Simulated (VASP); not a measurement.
# Ba in VASP: single point with PBE

Aim: the single point of Ba with PBE.

All numbers are computed with VASP 6.6.1; they aren't measurements. Logs are shortened: lines on timing, memory, paths and dates and some standing lists are left out, and cuts for length are marked.

### 1 The cell of the first run

The cell holds a slab with vacuum, 5 atoms: a = 4.386 Å, b = 4.386 Å, c = 34.380 Å, α = 90.00°, β = 90.00°, γ = 70.04°.

### 2 Single point, PBE

Input file INCAR:

```
ALGO = Normal
DIPOL = 0.5 0.5 0.499
EDIFF = 1E-6
ENCUT = 400
GGA = PE
GGA_COMPAT = F
IDIPOL = 3
ISIF = 2
ISMEAR = 0
LASPH = T
LCHARG = F
LDIPOL = T
LREAL = F
LWAVE = F
NBANDS = 33
NELM = 120
NELMDL = -8
PREC = Accurate
SIGMA = 0.1
```

Input file KPOINTS:

```
k-points
0
Gamma
  6 6 1
```

Input file POSCAR:

```
Ba
1.0
    4.3858460317     -0.0000000006      0.0000000000
    1.4970957900      4.1224203582      0.0000000000
    0.0000000000      0.0000000000     34.3800900883
Ba
5
Direct
    0.7467739700      0.2532260300      0.2908660208
    0.2532260300      0.7467739700      0.3954330104
    0.7528791967      0.2471208033      0.4993846366
    0.2524618620      0.7475381380      0.6032445555
    0.7524774256      0.2475225744      0.7041670741
```

Potentials or basis: VASP PAW PBE potentials, release 64 (Ba_sv).

Run with:

```sh
> cat potpaw_PBE.64/Ba_sv/POTCAR > POTCAR
> mpirun -np 1 vasp_std > vasp.out
```

OUTCAR:

```text
EDIFF = 1E-6
   ENCUT = 400
   GGA = PE
   ISIF = 2
   ISMEAR = 0
   LASPH = T
   LREAL = F
   NELM = 120
   NELMDL = -8
   PREC = Accurate

 ion  position               nearest neighbor table
   1  0.747  0.253  0.291-   2 4.37   2 4.41
   2  0.253  0.747  0.395-   1 4.37   3 4.37   3 4.37   1 4.41
   3  0.753  0.247  0.499-   4 4.37   4 4.37   2 4.37   2 4.37
   4  0.252  0.748  0.603-   5 4.29   5 4.29   3 4.37   3 4.37
   5  0.752  0.248  0.704-   4 4.29   4 4.29

  LATTYP: Found a base centered orthorhombic cell.
 ALAT       =     5.0338084562
 B/A-ratio  =     1.4270601515
 C/A-ratio  =     6.8298367702

  Lattice vectors:

 A1 = (  -1.4970957900,  -4.1224203582,   0.0000000000)
 A2 = (   4.3858460317,  -0.0000000006,   0.0000000000)
 A3 = (   0.0000000000,   0.0000000000,  34.3800900883)

Analysis of symmetry for initial positions (statically):
=====================================================================
 Subroutine PRICEL returns:
 Original cell was already a primitive cell.

 Routine SETGRP: Setting up the symmetry group for a
 base centered orthorhombic supercell.

 Subroutine GETGRP returns: Found  2 space group operations
 (whereof  2 operations were pure point group operations)
 out of a pool of  8 trial point group operations.

The static configuration has the point symmetry C_1h.

Analysis of symmetry for dynamics (positions and initial velocities):
=====================================================================
 Subroutine PRICEL returns:
 Original cell was already a primitive cell.

 Routine SETGRP: Setting up the symmetry group for a
 base centered orthorhombic supercell.

 Subroutine GETGRP returns: Found  2 space group operations
 (whereof  2 operations were pure point group operations)
 out of a pool of  8 trial point group operations.

The dynamic configuration has the point symmetry C_1h.

 Subroutine INISYM returns: Found  2 space group operations
 (whereof  2 operations are pure point group operations),
 and found     1 'primitive' translations

----------------------------------------------------------------------------------------

                                     Primitive cell

  volume of cell :     621.6024

  direct lattice vectors                    reciprocal lattice vectors
     4.385846032 -0.000000001  0.000000000     0.228006180 -0.082802592  0.000000000
     1.497095790  4.122420358  0.000000000     0.000000000  0.242575942  0.000000000
     0.000000000  0.000000000 34.380090088     0.000000000  0.000000000  0.029086602

  length of vectors
     4.385846032  4.385846032 34.380090088     0.242575942  0.242575942  0.029086602

  position of ions in fractional coordinates (direct lattice)
     0.746773970  0.253226030  0.290866021
     0.253226030  0.746773970  0.395433010
     0.752879197  0.247120803  0.499384637
     0.252461862  0.747538138  0.603244555
     0.752477426  0.247522574  0.704167074

  ion indices of the primitive-cell ions
   primitive index   ion index
                 1           1
                 2           2
                 3           3
                 4           4
                 5           5

----------------------------------------------------------------------------------------

 KPOINTS: k-points

Automatic generation of k-mesh.
 Grid dimensions read from file:
 generate k-points for:    6    6    1

 Generating k-lattice:

  Cartesian coordinates                     Fractional coordinates (reciprocal lattice)
     0.038001030 -0.013800432  0.000000000     0.166666667  0.000000000  0.000000000
     0.000000000  0.040429324  0.000000000     0.000000000  0.166666667  0.000000000
     0.000000000  0.000000000  0.029086602     0.000000000  0.000000000  1.000000000

  Length of vectors
     0.040429324  0.040429324  0.029086602

  Shift w.r.t. Gamma in fractional coordinates (k-lattice)
     0.000000000  0.000000000  0.000000000

 Subroutine IBZKPT returns following result:
 ===========================================

 Found     13 irreducible k-points:

 Following reciprocal coordinates:
            Coordinates               Weight
  0.000000  0.000000  0.000000      1.000000
  0.166667  0.000000  0.000000      4.000000
  0.333333 -0.000000  0.000000      4.000000
  0.500000  0.000000  0.000000      2.000000
  0.166667  0.166667  0.000000      2.000000
  0.333333  0.166667  0.000000      4.000000
  0.500000  0.166667  0.000000      4.000000
 -0.333333  0.166667  0.000000      4.000000
 -0.166667  0.166667  0.000000      2.000000
  0.333333  0.333333  0.000000      2.000000
  0.500000  0.333333  0.000000      4.000000
 -0.333333  0.333333  0.000000      2.000000
  0.500000  0.500000  0.000000      1.000000
   k-points           NKPTS =     13   k-points in BZ     NKDIM =     13   number of bands    NBANDS=     33
   number of dos      NEDOS =    301   number of ions     NIONS =      5
   total plane-waves  NPLWV = 201600
   dimension x,y,z NGX =    30 NGY =   30 NGZ =  224
   dimension x,y,z NGXF=    60 NGYF=   60 NGZF=  448
   ions per type =               5
   NGX,Y,Z   is equivalent  to a cutoff of  11.37, 11.37, 10.83 a.u.
   NGXF,Y,Z  is equivalent  to a cutoff of  22.74, 22.74, 21.66 a.u.
 SYSTEM =  unknown system
   PREC   = accura    normal or accurate (medium, high low for compatibility)
   ISTART =      0    job   : 0-new  1-cont  2-samecut
   ICHARG =      2    charge: 1-file 2-atom 10-const
   ISPIN  =      1    spin polarized calculation?
   LNONCOLLINEAR =      F non collinear calculations
   LSORBIT =      F    spin-orbit coupling
   LASPH  =      T    aspherical Exc in radial PAW
   ENCUT  =  400.0 eV  29.40 Ry    5.42 a.u.   7.15  7.15 56.07*2*pi/ulx,y,z
   NELM   =    120;   NELMIN=  2; NELMDL= -8     # of ELM steps
   EDIFF  = 0.1E-05   stopping-criterion for ELM
   LREAL  =      F    real-space projection
   EDIFFG = 0.1E-04   stopping-criterion for IOM
   NSW    =      0    number of steps for IOM
   IBRION =     -1    ionic relax: 0-MD 1-quasi-New 2-CG
   NFREE  =      0    steps in history (QN), initial steepest desc. (CG)
   ISIF   =      2    stress and relaxation
   ISYM   =      2    0-nonsym 1-usesym 2-fastsym
   POTIM  = 0.5000    time-step for ionic-motion
   TEBEG  =    0.0;   TEEND  =   0.0 temperature during run
   PSTRESS=    0.0 pullay stress
   NELECT =      50.0000    total number of electrons
   NUPDOWN=      -1.0000    fix difference up-down
   EMIN   =  10.00;   EMAX   =-10.00  energy-range for DOS
   EFERMI =   0.00;   METHOD = LEGACY
   ISMEAR =     0;   SIGMA  =   0.10  broadening in eV -4-tet -1-fermi 0-gaus
   EFERMI_NEDOS =   21; number of points for ismear=-14 and -15
   IALGO  =     38    algorithm
   IMIX   =      4    mixing-type and parameters
     AMIX     =   0.40;   BMIX     =  1.00
     AMIX_MAG =   1.60;   BMIX_MAG =  1.00
  volume/ion in A,a.u.               =     124.32       838.96
  Fermi-wavevector in a.u.,A,eV,Ry     =   0.706687  1.335445  6.794844  0.499407
  Thomas-Fermi vector in A             =   1.792535
   LORBIT       =      0    0 simple, 1 ext, 2 COOP (PROOUT), +10 PAW based schemes
   GGA     = PE    functional components
   LHFCALC =     F    Hartree Fock is set to
   AEXX    =    0.0000 exact exchange contribution
   IVDW    =     0    specifies the selected vdW correction
   LEPSILON=     F    determine dielectric tensor
   LRPA    =     F    only Hartree local field effects (RPA)
 non-spin polarized calculation
 Gauss-broadening in eV      SIGMA  =   0.10
  energy-cutoff  :      400.00
  volume of cell :      621.60
 maximum number of plane-waves:     11336
 NGX is ok and might be reduce to    30
   NGX = 15   NGY = 15   NGZ =113

 dipolmoment           0.000000      0.000000      0.120489 electrons x Angstroem

 number of electron      50.0000000 magnetization

 dipolmoment           0.000000      0.000000     -0.000922 electrons x Angstroem

 Free energy of the ion-electron system (eV)
  ---------------------------------------------------
  ext. energy  EPLUGINS =         0.00000000
  ---------------------------------------------------
  free energy    TOTEN  =        -8.85023037 eV

  energy without entropy =       -8.81814063  energy(sigma->0) =       -8.83418550

 E-fermi :  -0.2635     XC(G=0):  -4.2655

 val. band max:       -0.3291586122   @ k =   0.5000   0.3333   0.0000
 cond. band min:      -0.2572532315   @ k =   0.5000   0.3333   0.0000
 fundamental gap:      0.0719053808
 Fermi energy:        -0.2635472187

 k-point     1 :       0.0000    0.0000    0.0000
  band No.  band energies     occupation
      1     -29.5641      2.00000
      2     -29.5227      2.00000
      3     -29.2059      2.00000
      4     -29.1514      2.00000
      5     -29.1094      2.00000
      6     -14.8342      2.00000
[... 25 lines left out ...]
     32       0.8227      0.00000
     33       1.1596      0.00000

 k-point     2 :       0.1667    0.0000    0.0000
  band No.  band energies     occupation
      1     -29.5594      2.00000
      2     -29.5180      2.00000
      3     -29.2004      2.00000
      4     -29.1471      2.00000
      5     -29.1049      2.00000
      6     -14.8220      2.00000
[... 25 lines left out ...]
     32       0.7293      0.00000
     33       0.9874      0.00000
[... 358 lines left out ...]
     32       0.3862      0.00000
     33       0.7245      0.00000

 k-point    13 :       0.5000    0.5000    0.0000
  band No.  band energies     occupation
      1     -29.5315      2.00000
      2     -29.4900      2.00000
      3     -29.1716      2.00000
      4     -29.1192      2.00000
      5     -29.0768      2.00000
      6     -14.8643      2.00000
[... 25 lines left out ...]
     32       1.0543      0.00000
     33       1.1369      0.00000

------------------------ aborting loop because EDIFF is reached ----------------------------------------

 vacuum level on the upper side and lower side of the slab       (xc-potential included)        -0.143        -0.131

  FORCE on cell =-STRESS in cart. coord.  units (eV):
  Direction    XX          YY          ZZ          XY          YZ          ZX
  --------------------------------------------------------------------------------------
  -------------------------------------------------------------------------------------
  Total       -0.3443799     -0.3947732     -0.2529860      0.0693818      0.0319906     -0.0224171
  in kB       -0.8876377     -1.0175263     -0.6520702      0.1788313      0.0824557     -0.0577801
  external PRESSURE =      -0.8524114 kB  Pullay stress =       0.0000000 kB

 VOLUME and BASIS-vectors are now :
 -----------------------------------------------------------------------------
  energy-cutoff  :      400.00
  volume of cell :      621.60
      direct lattice vectors                 reciprocal lattice vectors
     4.385846032 -0.000000001  0.000000000     0.228006180 -0.082802592  0.000000000
     1.497095790  4.122420358  0.000000000     0.000000000  0.242575942  0.000000000
     0.000000000  0.000000000 34.380090088     0.000000000  0.000000000  0.029086602

 POSITION                                       TOTAL-FORCE (eV/Angst)
 -----------------------------------------------------------------------------------
      3.65434      1.04390     10.00000         0.007208     -0.010287      0.079706
      2.22860      3.07852     13.59502        -0.007475      0.010668     -0.083740
      3.67198      1.01874     17.16889        -0.000115      0.000164      0.000097
      2.22640      3.08167     20.73960         0.000409     -0.000583     -0.004068
      3.67082      1.02039     24.20933        -0.000027      0.000038      0.008006
 -----------------------------------------------------------------------------------
    total drift:                               -0.000362      0.000516     -0.000566

  FREE ENERGIE OF THE ION-ELECTRON SYSTEM (eV)
  ---------------------------------------------------
  free  energy   TOTEN  =        -8.8502303672 eV

  energy  without entropy=       -8.8181406326  energy(sigma->0) =       -8.83418550

 vacuum level on the upper side and lower side of the slab         2.044         2.058
```

It took 8.1 min on 1 thread of AMD EPYC 7R13, shared host; peak memory 0.47 GiB.

Results:

| Item | Value |
| --- | --- |
| Free energy | -8.8502 eV |
| Largest force | 0.085 eV/Å |
| Band gap on the k mesh | zero (bands 25 and 26 overlap by 0.46 eV) |

Forces on the atoms (eV/Å):
```
Ba   0.007 -0.010  0.080
Ba  -0.007  0.011 -0.084
Ba   0.000  0.000  0.000
Ba   0.000 -0.001 -0.004
Ba   0.000  0.000  0.008
```

Caveat: spin-orbit coupling is left out, which moves the levels of the heavy elements.
